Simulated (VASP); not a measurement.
A run of VASP 6.6.1:

File INCAR:

```
PREC = Accurate
ENCUT = 520
EDIFF = 1E-6
ISMEAR = 0
SIGMA = 0.1
LREAL = False
LASPH = True
NELM = 80
ALGO = Normal
ISIF = 2
LWAVE = False
LCHARG = False
GGA = PE
NBANDS = 19
```

KPOINTS

```
Automatic mesh
0
Gamma
  12 12 8
```

POSCAR

```
RbReB2
1.0
    3.7938170295      0.0000000000      0.0000000000
    0.0000000000      3.7938170295      0.0000000000
    0.0000000000      0.0000000000      7.0893890095
Rb Re B
1 1 2
Direct
    0.0000000000      0.0000000000      0.4617914565
    0.0000000000      0.0000000000      0.9613791310
    0.0000000000      0.5000000000      0.8674660112
    0.5000000000      0.0000000000      0.8674660112
```

Potentials or basis: VASP PAW PBE potentials, release 64 (Rb_sv, Re, B).

Run with:

```console
$ cat potpaw_PBE.64/Rb_sv/POTCAR potpaw_PBE.64/Re/POTCAR potpaw_PBE.64/B/POTCAR > POTCAR
$ mpirun -np 1 vasp_std > vasp.out
```

Hardware: 1 thread of Oxide Virtual Turin-like Processor, with other jobs on the host.

Question: Estimate the wall time of this run.

Answer: It took 8.8 min on 1 thread of Oxide Virtual Turin-like Processor, on a shared host, peak memory 0.39 GiB. Counts: scf iterations 16, k points 140.
